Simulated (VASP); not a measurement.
# Si16Ge (a cell with a defect) in VASP: a series of runs, part 2 of 2

VASP 6.6.1. Earlier steps stand in the parts before.

## Step 3: Single point, PBE+D3(BJ)

The input, INCAR:

```
  PREC = Accurate
  ENCUT = 520
  EDIFF = 1E-6
  ISMEAR = 0
  SIGMA = 0.02
  LREAL = Auto
  LASPH = T
  NELM = 100
  ALGO = Normal
  ISIF = 2
  LWAVE = F
  LCHARG = T
  GGA = PE
  IVDW = 12
  LELF = T
  LVHAR = T
  NBANDS = 53
```

The input, KPOINTS:

```
regular mesh
0
Gamma
  2 2 2
```

The input, POSCAR:

```
Si16Ge
1.0
    0.0000000000      5.4300000000      5.4300000000
    5.4300000000      0.0000000000      5.4300000000
    5.4300000000      5.4300000000      0.0000000000
Si Ge
16 1
Direct
   -0.0009241252      0.0121261510     -0.0099104972
    0.1121813996      0.1284344383      0.1314493554
   -0.0284711786      0.0088586556      0.5108231123
    0.1163947514      0.1481485267      0.6194448435
   -0.0014743094      0.4993916206     -0.0089630755
    0.1378941989      0.6385789134      0.0860080110
    0.0131897790      0.5139927256      0.4599892265
    0.1159526703      0.6167020258      0.6202764273
    0.4858576427     -0.0138760589      0.0425889503
    0.6283058011      0.1283663904      0.1315976980
    0.5091392265      0.0087322284      0.5109681400
    0.6084421731      0.1092278085      0.6742686924
    0.5114182320      0.4993383057     -0.0088607735
    0.6276108656      0.6122108656      0.1330073665
    0.5078453039      0.4724287293      0.5123541436
    0.6474398711      0.6166592081      0.6203698895
    0.3512381215      0.8527292818      0.4451042357
```

Potentials or basis: VASP PAW PBE potentials, release 64 (Si, Ge_d).

The run is started by

```
$ cat potpaw_PBE.64/Si/POTCAR potpaw_PBE.64/Ge_d/POTCAR > POTCAR
$ mpirun -np 1 vasp_std > vasp.out
```

Run time: 2 min. Hardware: 1 thread of AMD EPYC 9R45 (Zen 5), shared host; peak memory 0.46 GiB.

It converged, with:

```yaml
Free_energy: -92.1472 eV
Pressure: 3.2 GPa
Largest_force: 0.451 eV/Å
Band_gap_on_the_k_mesh: zero (band 39 reaches 6.94 eV, above the bottom of band 40 at 6.75 eV)
Dispersion_energy_per_atom: -0.333 eV
```

Forces on the atoms (eV/Å):
```
Si   0.009  0.027 -0.028
Si   0.002  0.020 -0.001
Si   0.016  0.060 -0.015
Si  -0.012  0.041 -0.042
Si   0.025  0.027 -0.010
Si   0.071  0.073 -0.073
Si   0.078  0.072 -0.073
Si   0.043  0.037  0.017
Si  -0.068 -0.070  0.071
Si   0.001  0.001 -0.020
Si   0.016  0.015 -0.059
Si  -0.054 -0.049  0.048
Si   0.025  0.010 -0.027
Si   0.014 -0.005  0.004
Si   0.055  0.014 -0.014
Si   0.043 -0.017 -0.038
Ge  -0.264 -0.258  0.259
```

Stress tensor (GPa, compression positive):
```
 3.29 -0.61  0.61
-0.61  3.20  0.62
 0.61  0.62  3.21
```

Levels at points of the mesh, in eV from the Fermi level:
| k point | band 36 | band 37 | band 38 | band 39 | band 40 | band 41 | band 42 | band 43 |
| --- | --- | --- | --- | --- | --- | --- | --- | --- |
| (0.00, 0.00, 0.00) | -0.97 | -0.73 | -0.73 | -0.50 | -0.18 | -0.18 | 0.04 | 0.04 |
| (0.50, 0.00, 0.00) | -1.53 | -1.51 | -1.30 | -0.22 | 0.20 | 0.72 | 0.74 | 0.84 |
| (0.00, 0.50, 0.00) | -1.53 | -1.51 | -1.29 | -0.22 | 0.20 | 0.73 | 0.74 | 0.84 |
| (0.00, 0.00, 0.50) | -1.46 | -1.45 | -1.44 | -0.37 | 0.36 | 0.37 | 1.06 | 1.07 |
| (0.50, 0.50, 0.50) | -1.53 | -1.51 | -1.30 | -0.22 | 0.20 | 0.72 | 0.74 | 0.84 |
| (0.50, 0.50, 0.00) | -2.01 | -1.88 | -1.19 | 0.01 | 0.52 | 1.08 | 1.17 | 1.28 |
| (0.00, 0.50, 0.50) | -2.01 | -1.88 | -1.19 | 0.01 | 0.52 | 1.08 | 1.17 | 1.28 |
| (0.50, 0.00, 0.50) | -2.01 | -1.88 | -1.19 | 0.01 | 0.52 | 1.08 | 1.17 | 1.28 |

Caveat: the k points lie up to 0.50 Å⁻¹ apart.

## Step 4: Single point, PBE+D3(BJ)

The input, INCAR:

```
PREC = Accurate ; ENCUT = 520
EDIFF = 1E-6 ; ISMEAR = 0
SIGMA = 0.02 ; LREAL = Auto
LASPH = T ; NELM = 80
ALGO = Normal ; ISIF = 2
LWAVE = F ; LCHARG = T
GGA = PE ; IVDW = 12
LELF = T ; LVHAR = T
NBANDS = 53
```

KPOINTS is that of step 3.

The input, POSCAR:

```
Si16Ge
1.0
    0.0000000000      5.4300000000      5.4300000000
    5.4300000000      0.0000000000      5.4300000000
    5.4300000000      5.4300000000      0.0000000000
Si Ge
16 1
Direct
   -0.0078033149      0.0161521179     -0.0004957643
    0.1189852670      0.1214360958      0.1384051565
   -0.0139224678      0.0022027624      0.5097965009
    0.1041918969      0.1667640884      0.6248902394
   -0.0077963168      0.4924099448     -0.0004843462
    0.1456879374      0.6458021179      0.0629903315
    0.0209328729      0.5210560773      0.4372560773
    0.1041796501      0.6044310313      0.6249164825
    0.4904298343     -0.0094539595      0.0287484346
    0.6212528545      0.1214372007      0.1384583794
    0.5020594843      0.0022213628      0.5098044199
    0.6145523020      0.1146928177      0.6563429098
    0.5160284530      0.4923579190     -0.0004879374
    0.6212552486      0.6191200737      0.1384482505
    0.5020582873      0.4862035912      0.5097993554
    0.6666746777      0.6043256906      0.6249654696
    0.2838472376      0.7838048803      0.6488266114
```

The run is started by

```
$ cat potpaw_PBE.64/Si/POTCAR potpaw_PBE.64/Ge_d/POTCAR > POTCAR
$ mpirun -np 1 vasp_std > vasp.out
```

It took 1.9 min on 1 thread of Intel Xeon 6975P-C (Granite Rapids), shared host; peak memory 0.48 GiB.

It converged, with:

* Free energy: -92.0382 eV
* Pressure: 2.9 GPa
* Largest force: 0.064 eV/Å
* Band gap on the k mesh: zero (band 39 reaches 6.89 eV, above the bottom of band 40 at 6.72 eV)
* Dispersion energy per atom: -0.333 eV

Forces on the atoms (eV/Å):
```
Si  -0.009  0.002  0.001
Si   0.004 -0.008 -0.004
Si   0.004 -0.012 -0.004
Si  -0.008  0.003 -0.003
Si   0.001  0.002  0.008
Si   0.006  0.004 -0.006
Si   0.010  0.012 -0.011
Si   0.003  0.003  0.009
Si   0.018  0.016 -0.019
Si   0.002  0.004  0.007
Si   0.006  0.005  0.012
Si   0.015  0.016 -0.015
Si   0.003 -0.008 -0.002
Si  -0.008  0.005 -0.002
Si  -0.013  0.006 -0.006
Si   0.001 -0.010 -0.001
Ge  -0.036 -0.040  0.036
```

Stress tensor (GPa, compression positive):
```
 2.87 -0.66  0.66
-0.66  2.86  0.66
 0.66  0.66  2.87
```

Levels at points of the mesh, in eV from the Fermi level:
```
           k point  band 36  band 37  band 38  band 39  band 40  band 41  band 42  band 43
(0.00, 0.00, 0.00)    -1.10    -0.68    -0.68    -0.68    -0.16    -0.16     0.12     0.12
(0.50, 0.00, 0.00)    -1.49    -1.43    -1.07    -0.19     0.09     0.69     0.77     0.94
(0.00, 0.50, 0.00)    -1.49    -1.43    -1.07    -0.19     0.09     0.69     0.77     0.94
(0.00, 0.00, 0.50)    -1.43    -1.32    -1.32    -0.33     0.34     0.34     1.09     1.09
(0.50, 0.50, 0.50)    -1.49    -1.43    -1.07    -0.19     0.09     0.69     0.77     0.94
(0.50, 0.50, 0.00)    -1.94    -1.83    -1.09     0.01     0.37     1.15     1.31     1.56
(0.00, 0.50, 0.50)    -1.94    -1.83    -1.09     0.01     0.37     1.15     1.31     1.56
(0.50, 0.00, 0.50)    -1.94    -1.83    -1.09     0.01     0.37     1.15     1.31     1.56
```

Caveat: the k points lie up to 0.50 Å⁻¹ apart.

## Step 5: Single point, PBE+D3(BJ)

The input, INCAR:

```
PREC = Accurate
ENCUT = 520
EDIFF = 1E-7
ISMEAR = 0
SIGMA = 0.02
LREAL = Auto
LASPH = True
NELM = 80
ALGO = Normal
ISIF = 2
LWAVE = False
LCHARG = False
GGA = PE
IVDW = 12
NBANDS = 53
```

KPOINTS is that of step 4.

The input, POSCAR:

```
Si16Ge
1.0
    0.0000000000      5.4300000000      5.4300000000
    5.4300000000      0.0000000000      5.4300000000
    5.4300000000      5.4300000000      0.0000000000
Si Ge
16 1
Direct
    0.0001530387      0.0128016575     -0.0128217311
    0.1058187845      0.1299806630      0.1348441989
   -0.0400314917      0.0163500921      0.5079062615
    0.1171723757      0.1497736648      0.6161848987
    0.0001451197      0.5004942910     -0.0127882136
    0.1415809392      0.6419231123      0.0752221915
    0.0165100368      0.5168774401      0.4503649171
    0.1171333333      0.6174871087      0.6162208103
    0.4738337937     -0.0258032228      0.0783945672
    0.6296479742      0.1299958564      0.1347741252
    0.5160475138      0.0164504604      0.5078132597
    0.6005035912      0.1008892265      0.6983385820
    0.5124594843      0.5005016575     -0.0128276243
    0.6296357274      0.6061930018      0.1348119705
    0.5159879374      0.4603343462      0.5078617864
    0.6493917127      0.6175454880      0.6161744015
    0.3263373849      0.8267121547      0.5208734807
```

The run is started by

```
$ cat potpaw_PBE.64/Si/POTCAR potpaw_PBE.64/Ge_d/POTCAR > POTCAR
$ mpirun -np 1 vasp_std > vasp.out
```

Run time: 2.3 min. Hardware: 1 thread of Intel Xeon 6975P-C (Granite Rapids), shared host; peak memory 0.48 GiB.

The run converged. Its results:

```yaml
Free_energy: -92.0136 eV
Pressure: 2.7 GPa
Largest_force: 0.014 eV/Å
Band_gap_on_the_k_mesh: 0.02 eV
Dispersion_energy_per_atom: -0.333 eV
```

Forces in eV/Å, atoms in the order of the input:
```
Si   0.001  0.002 -0.003
Si  -0.002  0.001  0.002
Si   0.008  0.004 -0.010
Si  -0.002 -0.003  0.004
Si   0.002  0.003 -0.001
Si  -0.002 -0.001 -0.001
Si   0.002  0.002 -0.003
Si  -0.004 -0.003  0.003
Si  -0.004 -0.005  0.005
Si  -0.002 -0.002  0.000
Si   0.009  0.009 -0.001
Si  -0.007 -0.008  0.006
Si   0.002  0.002 -0.002
Si   0.001 -0.002  0.002
Si   0.004  0.008 -0.010
Si  -0.003 -0.004  0.004
Ge  -0.004 -0.003  0.005
```

Stress tensor (GPa, compression positive):
```
 2.70 -0.65  0.65
-0.65  2.69  0.65
 0.65  0.65  2.70
```

Levels at points of the mesh, in eV from the valence-band top:
| k point | band 36 | band 37 | band 38 | band 39 | band 40 | band 41 | band 42 | band 43 |
| --- | --- | --- | --- | --- | --- | --- | --- | --- |
| (0.00, 0.00, 0.00) | -1.06 | -0.50 | -0.48 | -0.48 | 0.02 | 0.02 | 0.34 | 0.34 |
| (0.50, 0.00, 0.00) | -1.34 | -1.27 | -0.78 | -0.21 | 0.31 | 0.82 | 0.96 | 1.16 |
| (0.00, 0.50, 0.00) | -1.34 | -1.27 | -0.78 | -0.21 | 0.31 | 0.82 | 0.96 | 1.16 |
| (0.00, 0.00, 0.50) | -1.22 | -1.14 | -1.14 | -0.13 | 0.51 | 0.52 | 1.26 | 1.33 |
| (0.50, 0.50, 0.50) | -1.34 | -1.27 | -0.78 | -0.21 | 0.31 | 0.82 | 0.96 | 1.16 |
| (0.50, 0.50, 0.00) | -1.75 | -1.63 | -0.69 | 0.00 | 0.52 | 1.42 | 1.53 | 1.82 |
| (0.00, 0.50, 0.50) | -1.75 | -1.63 | -0.69 | 0.00 | 0.52 | 1.42 | 1.53 | 1.82 |
| (0.50, 0.00, 0.50) | -1.75 | -1.63 | -0.69 | 0.00 | 0.52 | 1.42 | 1.53 | 1.82 |

Caveat: the k points lie up to 0.50 Å⁻¹ apart.

## Step 6: Single point, PBE+D3(BJ)

The input, INCAR:

```
SYSTEM = Si16Ge
ALGO     = Normal         ! electronic algorithm
EDIFF    = 1E-6           ! SCF threshold, eV
ENCUT    = 520            ! plane-wave cutoff, eV
GGA      = PE             ! functional
ISIF     = 2              ! what is computed and relaxed
ISMEAR   = 0              ! smearing method
IVDW     = 12             ! dispersion correction
LASPH    = .True.         ! aspherical terms in the spheres
LCHARG   = .False.        ! write CHGCAR
LREAL    = Auto         
LWAVE    = .False.        ! write WAVECAR
NBANDS   = 53             ! bands
NELM     = 80             ! most SCF steps
PREC     = Accurate       ! precision mode
SIGMA    = 0.02           ! smearing width, eV
```

The input, KPOINTS:

```
k-points
0
Gamma
  2 2 2
  0 0 0
```

The input, POSCAR:

```
Si16Ge
1.0
    0.0000000000      5.4300000000      5.4300000000
    5.4300000000      0.0000000000      5.4300000000
    5.4300000000      5.4300000000      0.0000000000
Si Ge
16 1
Direct
   -0.0007210866      0.0092582873     -0.0074477901
    0.1126407919      0.1287888582      0.1307673112
   -0.0271184162      0.0086836096      0.5107600368
    0.1173815838      0.1438077348      0.6218342541
   -0.0007215470      0.4998944751     -0.0074316759
    0.1351618785      0.6357429098      0.0943488029
    0.0106512891      0.5112582873      0.4678087477
    0.1173695212      0.6179542357      0.6218490792
    0.4877245856     -0.0117337937      0.0367034070
    0.6281843462      0.1287931860      0.1307887661
    0.5080681400      0.0087143646      0.5107440147
    0.6099138122      0.1104740331      0.6700970534
    0.5086651013      0.4998794659     -0.0074398711
    0.6281904236      0.6131930018      0.1308031308
    0.5080837017      0.4734395028      0.5107551565
    0.6431835175      0.6179825967      0.6218407919
    0.3553827808      0.8559196133      0.4337343462
```

Potentials or basis: VASP PAW PBE potentials, release 64 (Si, Ge_d).

The run is started by

```
$ cat potpaw_PBE.64/Si/POTCAR potpaw_PBE.64/Ge_d/POTCAR > POTCAR
$ mpirun -np 1 vasp_std > vasp.out
```

Run time: 1.8 min. Hardware: 1 thread of Intel Xeon 6975P-C (Granite Rapids), shared host; peak memory 0.48 GiB.

Results (log left out):

```yaml
Free_energy: -92.2018 eV
Pressure: 3.4 GPa
Largest_force: 0.357 eV/Å
Band_gap_on_the_k_mesh: zero (band 39 reaches 6.96 eV, above the bottom of band 40 at 6.75 eV)
Dispersion_energy_per_atom: -0.333 eV
```

Forces in eV/Å, atoms in the order of the input:
```
Si   0.022  0.033 -0.032
Si  -0.006  0.026  0.007
Si  -0.006  0.071  0.006
Si   0.010  0.037 -0.038
Si   0.032  0.033 -0.021
Si   0.063  0.063 -0.064
Si   0.052  0.053 -0.053
Si   0.038  0.037 -0.010
Si  -0.094 -0.097  0.096
Si  -0.007 -0.006 -0.025
Si  -0.005 -0.005 -0.072
Si  -0.058 -0.057  0.058
Si   0.033  0.021 -0.033
Si   0.025 -0.007  0.007
Si   0.071 -0.007  0.006
Si   0.037  0.012 -0.037
Ge  -0.206 -0.207  0.205
```

Stress tensor (GPa, compression positive):
```
 3.36 -0.39  0.39
-0.39  3.36  0.40
 0.39  0.40  3.36
```

Levels at points of the mesh, in eV from the Fermi level:
| k point | band 37 | band 38 | band 39 | band 40 | band 41 | band 42 |
| --- | --- | --- | --- | --- | --- | --- |
| (0.00, 0.00, 0.00) | -0.75 | -0.75 | -0.48 | -0.19 | -0.19 | 0.01 |
| (0.50, 0.00, 0.00) | -1.52 | -1.34 | -0.25 | 0.25 | 0.69 | 0.75 |
| (0.00, 0.50, 0.00) | -1.52 | -1.34 | -0.25 | 0.25 | 0.69 | 0.75 |
| (0.00, 0.00, 0.50) | -1.47 | -1.47 | -0.38 | 0.37 | 0.37 | 1.03 |
| (0.50, 0.50, 0.50) | -1.52 | -1.34 | -0.25 | 0.25 | 0.69 | 0.75 |
| (0.50, 0.50, 0.00) | -1.90 | -1.23 | 0.01 | 0.57 | 1.05 | 1.13 |
| (0.00, 0.50, 0.50) | -1.90 | -1.23 | 0.01 | 0.57 | 1.05 | 1.13 |
| (0.50, 0.00, 0.50) | -1.90 | -1.23 | 0.01 | 0.57 | 1.05 | 1.13 |

Caveat: the k points lie up to 0.50 Å⁻¹ apart.
